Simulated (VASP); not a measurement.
# BaTiO3 (Cm) in VASP: single point with LDA

Aim: the single point of BaTiO3 with LDA.

Everything below comes from runs of VASP 6.6.1. Logs are shortened: lines on timing, memory, paths and dates and some standing lists are left out, and cuts for length are marked.

**1. The cell of the first run**

Symmetry: Cm, No. 8, monoclinic system. The conventional cell has a = 5.583 Å, b = 5.576 Å, c = 12.085 Å, α = 90.00°, β = 90.10°, γ = 90.00°. Ba (site symmetry m) has 12 O at 2.74 to 2.97 Å and 8 Ti at 3.36 to 3.63 Å within 3.7 Å. Within 3.6 Å of Ba (site symmetry m) lie 12 O at 2.74 to 2.84 Å and 8 Ti at 3.36 to 3.48 Å. Ba (site symmetry m) has 12 O at 2.74 to 2.84 Å and 8 Ti at 3.36 to 3.48 Å within 3.6 Å. Within 2.5 Å of Ti (site symmetry m) lie 6 O at 1.89 to 2.31 Å. Ti (site symmetry m) has 6 O at 1.89 to 2.06 Å within 2.5 Å. Within 2.5 Å of Ti (site symmetry m) lie 6 O at 1.89 to 2.06 Å. Within 2.5 Å of O (site symmetry 1) lie 2 Ti at 1.89 to 2.06 Å. O (site symmetry 1) has 2 Ti at 1.89 to 2.06 Å within 2.5 Å.

**2. Single point, LDA (the distance across one plane changed)**

Input file INCAR:

```
  PREC = Accurate
  ENCUT = 600
  EDIFF = 1E-6
  ISMEAR = 0
  SIGMA = 0.05
  LREAL = F
  LASPH = T
  NELM = 120
  ALGO = Normal
  ISIF = 2
  LWAVE = F
  LCHARG = T
  GGA = CA
  LELF = T
  LVHAR = T
  NBANDS = 73
  GGA_COMPAT = F
```

Input file KPOINTS:

```
Automatic mesh
0
Gamma
  7 7 3
```

Input file POSCAR:

```
BaTiO3
1.0
    2.7879170996     -1.6096046879     -2.2805008955
    0.0000000000      3.2192093758     -2.2805008955
    8.5406359000      4.9309384359      6.9856638825
Ba Ti O
3 3 9
Direct
    0.9994081716      0.9994081716      0.8992295115
    0.9994586951      0.9994586951      0.2463536461
    0.9994334334      0.9994334334      0.5727915788
    0.4906551309      0.4906551309      0.0860125475
    0.4906298691      0.4906298691      0.4124504802
    0.4906046074      0.4906046074      0.7388884130
    0.5089612980      0.0132192763      0.0800368711
    0.5089360362      0.0131940145      0.4064748039
    0.5089107744      0.0131687527      0.7329127366
    0.0132192763      0.5089612980      0.0800368711
    0.0131940145      0.5089360362      0.4064748039
    0.0131687527      0.5089107744      0.7329127366
    0.5089487746      0.5089487746      0.2418658719
    0.5089235128      0.5089235128      0.5683038046
    0.5088982511      0.5088982511      0.8947417373
```

Potentials or basis: VASP PAW LDA potentials, release 64 (Ba_sv, Ti_sv, O).

The run is started by

```bash
$ cat potpaw_LDA.64/Ba_sv/POTCAR potpaw_LDA.64/Ti_sv/POTCAR potpaw_LDA.64/O/POTCAR > POTCAR
$ mpirun -np 1 vasp_std > vasp.out
```

OUTCAR:

```text
PREC = Accurate
   ENCUT = 600
   EDIFF = 1E-6
   ISMEAR = 0
   LREAL = F
   LASPH = T
   NELM = 120
   ISIF = 2
   GGA = CA

 ion  position               nearest neighbor table
   1  0.999  0.999  0.899-  15 2.74  12 2.79   9 2.79  15 2.79  15 2.79   9 2.84  12 2.84  15 2.84
                             7 2.92  10 2.92  10 2.97   7 2.97   6 3.36   6 3.40   6 3.40   6 3.44
   2  0.999  0.999  0.246-   8 2.74  11 2.74  13 2.74  13 2.79  13 2.79  11 2.79   8 2.79  10 2.79
                             7 2.79  13 2.84   7 2.84  10 2.84   4 3.36   5 3.40   4 3.40   4 3.40
   3  0.999  0.999  0.573-   9 2.74  12 2.74  14 2.74  11 2.79   8 2.79  12 2.79   9 2.79  14 2.79
                            14 2.79  14 2.84   8 2.84  11 2.84   5 3.36   6 3.40   5 3.40   5 3.40
   4  0.491  0.491  0.086-   7 1.89  10 1.89  13 1.89   7 2.06  10 2.06  15 2.31   2 3.36   2 3.40
                             2 3.40   2 3.44   1 3.55   1 3.59   1 3.59   1 3.63
   5  0.491  0.491  0.412-   8 1.89  11 1.89  14 1.89  13 2.06   8 2.06  11 2.06   3 3.36   2 3.40
                             3 3.40   3 3.40   2 3.44   2 3.44   3 3.44   2 3.48
   6  0.491  0.491  0.739-  15 1.89   9 1.89  12 1.89   9 2.06  12 2.06  14 2.06   1 3.36   1 3.40
                             1 3.40   3 3.40   1 3.44   3 3.44   3 3.44   3 3.48
   7  0.509  0.013  0.080-   4 1.89   4 2.06   2 2.79   2 2.84   1 2.92   1 2.97
   8  0.509  0.013  0.406-   5 1.89   5 2.06   2 2.74   3 2.79   2 2.79   3 2.84
   9  0.509  0.013  0.733-   6 1.89   6 2.06   3 2.74   1 2.79   3 2.79   1 2.84
  10  0.013  0.509  0.080-   4 1.89   4 2.06   2 2.79   2 2.84   1 2.92   1 2.97
  11  0.013  0.509  0.406-   5 1.89   5 2.06   2 2.74   3 2.79   2 2.79   3 2.84
  12  0.013  0.509  0.733-   6 1.89   6 2.06   3 2.74   1 2.79   3 2.79   1 2.84
  13  0.509  0.509  0.242-   4 1.89   5 2.06   2 2.74   2 2.79   2 2.79   2 2.84
  14  0.509  0.509  0.568-   5 1.89   6 2.06   3 2.74   3 2.79   3 2.79   3 2.84
  15  0.509  0.509  0.895-   6 1.89   4 2.31   1 2.74   1 2.79   1 2.79   1 2.84

  LATTYP: Found a base centered monoclinic cell.
 ALAT       =     5.5826558503
 B/A-ratio  =     0.9987780635
 C/A-ratio  =     2.1648061680
 COS(beta)  =    -0.0016923316

  Lattice vectors:

 A1 = (   2.7879170996,  -1.6096046879,  -2.2805008955)
 A2 = (   0.0000000000,   3.2192093758,  -2.2805008955)
 A3 = (   8.5406359000,   4.9309384359,   6.9856638825)

Analysis of symmetry for initial positions (statically):
=====================================================================
 Subroutine PRICEL returns:
 Original cell was already a primitive cell.

 Routine SETGRP: Setting up the symmetry group for a
 base centered monoclinic supercell.

 Subroutine GETGRP returns: Found  2 space group operations
 (whereof  2 operations were pure point group operations)
 out of a pool of  4 trial point group operations.

The static configuration has the point symmetry C_1h.

Analysis of symmetry for dynamics (positions and initial velocities):
=====================================================================
 Subroutine PRICEL returns:
 Original cell was already a primitive cell.

 Routine SETGRP: Setting up the symmetry group for a
 base centered monoclinic supercell.

 Subroutine GETGRP returns: Found  2 space group operations
 (whereof  2 operations were pure point group operations)
 out of a pool of  4 trial point group operations.

The dynamic configuration has the point symmetry C_1h.

 Subroutine INISYM returns: Found  2 space group operations
 (whereof  2 operations are pure point group operations),
 and found     1 'primitive' translations

----------------------------------------------------------------------------------------

                                     Primitive cell

  volume of cell :     188.0962

  direct lattice vectors                    reciprocal lattice vectors
     2.787917100 -1.609604688 -2.280500895     0.179340831 -0.103547708 -0.146170411
     0.000000000  3.219209376 -2.280500895    -0.000004531  0.207087570 -0.146170411
     8.540635900  4.930938436  6.985663882     0.058545129  0.033801046  0.047714362

  length of vectors
     3.945122728  3.945122728 12.085367819     0.253477910  0.253477910  0.082744807

  position of ions in fractional coordinates (direct lattice)
     0.999408172  0.999408172  0.899229512
     0.999458695  0.999458695  0.246353646
[... 48 lines left out ...]
     0.036211130  0.036211130  0.027581602

  Shift w.r.t. Gamma in fractional coordinates (k-lattice)
     0.000000000  0.000000000  0.000000000

 Subroutine IBZKPT returns following result:
 ===========================================

 Found     44 irreducible k-points:

 Following reciprocal coordinates:
            Coordinates               Weight
  0.000000  0.000000  0.000000      1.000000
  0.142857  0.000000 -0.000000      4.000000
  0.285714  0.000000  0.000000      4.000000
  0.428571  0.000000  0.000000      4.000000
  0.142857  0.142857  0.000000      2.000000
  0.285714  0.142857  0.000000      4.000000
[... 16 lines left out ...]
 -0.142857 -0.000000  0.333333      4.000000
  0.142857  0.142857  0.333333      2.000000
 [... further k-points ...]
   k-points           NKPTS =     44   k-points in BZ     NKDIM =     44   number of bands    NBANDS=     73
   number of dos      NEDOS =    301   number of ions     NIONS =     15
   total plane-waves  NPLWV = 100352
   dimension x,y,z NGX =    32 NGY =   32 NGZ =   98
   dimension x,y,z NGXF=    64 NGYF=   64 NGZF=  196
   ions per type =               3   3   9
   NGX,Y,Z   is equivalent  to a cutoff of  13.48, 13.48, 13.48 a.u.
   NGXF,Y,Z  is equivalent  to a cutoff of  26.97, 26.97, 26.96 a.u.
 SYSTEM =  unknown system
   PREC   = accura    normal or accurate (medium, high low for compatibility)
   ISTART =      0    job   : 0-new  1-cont  2-samecut
   ICHARG =      2    charge: 1-file 2-atom 10-const
   ISPIN  =      1    spin polarized calculation?
   LNONCOLLINEAR =      F non collinear calculations
   LSORBIT =      F    spin-orbit coupling
   LASPH  =      T    aspherical Exc in radial PAW
   ENCUT  =  600.0 eV  44.10 Ry    6.64 a.u.   7.88  7.88 24.14*2*pi/ulx,y,z
   NELM   =    120;   NELMIN=  2; NELMDL= -5     # of ELM steps
   EDIFF  = 0.1E-05   stopping-criterion for ELM
   LREAL  =      F    real-space projection
   EDIFFG = 0.1E-04   stopping-criterion for IOM
   NSW    =      0    number of steps for IOM
   IBRION =     -1    ionic relax: 0-MD 1-quasi-New 2-CG
   NFREE  =      0    steps in history (QN), initial steepest desc. (CG)
   ISIF   =      2    stress and relaxation
   ISYM   =      2    0-nonsym 1-usesym 2-fastsym
   POTIM  = 0.5000    time-step for ionic-motion
   TEBEG  =    0.0;   TEEND  =   0.0 temperature during run
   PSTRESS=    0.0 pullay stress
   NELECT =     120.0000    total number of electrons
   NUPDOWN=      -1.0000    fix difference up-down
   EMIN   =  10.00;   EMAX   =-10.00  energy-range for DOS
   EFERMI =   0.00;   METHOD = LEGACY
   ISMEAR =     0;   SIGMA  =   0.05  broadening in eV -4-tet -1-fermi 0-gaus
   EFERMI_NEDOS =   21; number of points for ismear=-14 and -15
   IALGO  =     38    algorithm
   IMIX   =      4    mixing-type and parameters
     AMIX     =   0.40;   BMIX     =  1.00
     AMIX_MAG =   1.60;   BMIX_MAG =  1.00
  volume/ion in A,a.u.               =      12.54        84.62
  Fermi-wavevector in a.u.,A,eV,Ry     =   1.409317  2.663222 27.023531  1.986174
  Thomas-Fermi vector in A             =   2.531385
   LORBIT       =      0    0 simple, 1 ext, 2 COOP (PROOUT), +10 PAW based schemes
   GGA     = CA    functional components
   LHFCALC =     F    Hartree Fock is set to
   AEXX    =    0.0000 exact exchange contribution
   IVDW    =     0    specifies the selected vdW correction
   LEPSILON=     F    determine dielectric tensor
   LRPA    =     F    only Hartree local field effects (RPA)
 non-spin polarized calculation
 Gauss-broadening in eV      SIGMA  =   0.05
  energy-cutoff  :      600.00
  volume of cell :      188.10
 maximum number of plane-waves:      6298
   NGX = 15   NGY = 15   NGZ = 49

 number of electron     120.0000038 magnetization

 Free energy of the ion-electron system (eV)
  ---------------------------------------------------
  ext. energy  EPLUGINS =         0.00000000
  ---------------------------------------------------
  free energy    TOTEN  =      -132.32924672 eV

  energy without entropy =     -132.32924672  energy(sigma->0) =     -132.32924672

 E-fermi :   4.0348     XC(G=0): -11.8375

 val. band max:        3.7208909200   @ k =   0.4286   0.4286   0.0000
 cond. band min:       5.7615762058   @ k =   0.0000   0.0000   0.0000
 fundamental gap:      2.0406852858
 Fermi energy:         4.0347982692

 k-point     1 :       0.0000    0.0000    0.0000
  band No.  band energies     occupation
      1     -51.9962      2.00000
      2     -51.9079      2.00000
      3     -51.7916      2.00000
      4     -28.6986      2.00000
      5     -28.6314      2.00000
      6     -28.6279      2.00000
[... 1789 lines left out ...]
     71       8.9452      0.00000
     72       8.9781      0.00000

 [... further k-points ...]

 [bands above 72 left out]

------------------------ aborting loop because EDIFF is reached ----------------------------------------

  FORCE on cell =-STRESS in cart. coord.  units (eV):
  Direction    XX          YY          ZZ          XY          YZ          ZX
  --------------------------------------------------------------------------------------
  -------------------------------------------------------------------------------------
  Total       -0.8920497      0.0642483     -0.4276869     -0.8281784     -0.6572860     -1.1384527
  in kB       -7.5983568      0.5472581     -3.6429782     -7.0543095     -5.5986714     -9.6971837
  external PRESSURE =      -3.5646923 kB  Pullay stress =       0.0000000 kB

 VOLUME and BASIS-vectors are now :
 -----------------------------------------------------------------------------
  energy-cutoff  :      600.00
  volume of cell :      188.10
      direct lattice vectors                 reciprocal lattice vectors
     2.787917100 -1.609604688 -2.280500895     0.179340831 -0.103547708 -0.146170411
     0.000000000  3.219209376 -2.280500895    -0.000004531  0.207087570 -0.146170411
     8.540635900  4.930938436  6.985663882     0.058545129  0.033801046  0.047714362

 POSITION                                       TOTAL-FORCE (eV/Angst)
 -----------------------------------------------------------------------------------
     10.46626      6.04270      1.72341         0.507269      0.292872      0.402649
      4.89042      2.82349     -2.83759        -0.137515     -0.079394     -0.150571
      7.67834      4.43309     -0.55709         0.021089      0.012176     -0.017574
      2.10251      1.21388     -1.63702        -0.065723     -0.037945     -0.079720
      4.89042      2.82349      0.64348         0.145688      0.084113      0.021625
      7.67834      4.43309      2.92398         0.361217      0.208548      0.124198
      2.10251     -0.38201     -0.63172        -0.297555     -0.182293     -0.285199
      4.89042      1.22759      1.64878        -0.022870     -0.054399      0.026661
      7.67834      2.83720      3.92928        -0.003316     -0.079967      0.061297
      0.72042      2.01183     -0.63172        -0.306648     -0.166544     -0.285199
      3.50834      3.62144      1.64878        -0.058546      0.007394      0.026661
      6.29625      5.23104      3.92928        -0.070911      0.037112      0.061297
      3.48460      2.01183     -0.63172        -0.293608     -0.169515     -0.171797
      6.27251      3.62144      1.64878        -0.095187     -0.054956     -0.054771
      9.06043      5.23104      3.92928         0.316617      0.182799      0.320442
 -----------------------------------------------------------------------------------
    total drift:                               -0.001669     -0.000964      0.000946

  FREE ENERGIE OF THE ION-ELECTRON SYSTEM (eV)
  ---------------------------------------------------
  free  energy   TOTEN  =      -132.3292467217 eV

  energy  without entropy=     -132.3292467217  energy(sigma->0) =     -132.32924672
```

Run time: 11 min. Hardware: 1 thread of Intel Xeon Platinum 8488C (Sapphire Rapids), shared host; peak memory 0.64 GiB.

Results:

| Item | Value |
| --- | --- |
| Free energy | -132.3292 eV |
| Pressure | -0.4 GPa |
| Largest force | 0.711 eV/Å |
| Band gap on the k mesh | 2.04 eV |

Forces in eV/Å, atoms in the order of the input:
```
Ba   0.507  0.293  0.403
Ba  -0.138 -0.079 -0.151
Ba   0.021  0.012 -0.018
Ti  -0.066 -0.038 -0.080
Ti   0.146  0.084  0.022
Ti   0.361  0.209  0.124
O   -0.298 -0.182 -0.285
O   -0.023 -0.054  0.027
O   -0.003 -0.080  0.061
O   -0.307 -0.167 -0.285
O   -0.059  0.007  0.027
O   -0.071  0.037  0.061
O   -0.294 -0.170 -0.172
O   -0.095 -0.055 -0.055
O    0.317  0.183  0.320
```

Stress tensor (GPa, compression positive):
```
-0.76 -0.71 -0.97
-0.71  0.05 -0.56
-0.97 -0.56 -0.36
```

Levels at points of the mesh, in eV from the valence-band top:
```
           k point  band 57  band 58  band 59  band 60  band 61  band 62  band 63  band 64
(0.00, 0.00, 0.00)    -0.66    -0.45    -0.35    -0.33     2.04     2.06     2.14     2.20
```

Caveat: the cell differs from its parent crystal (the distance across one plane changed); spin-orbit coupling is left out, which moves the levels of the heavy elements. A k mesh can miss the band edges.
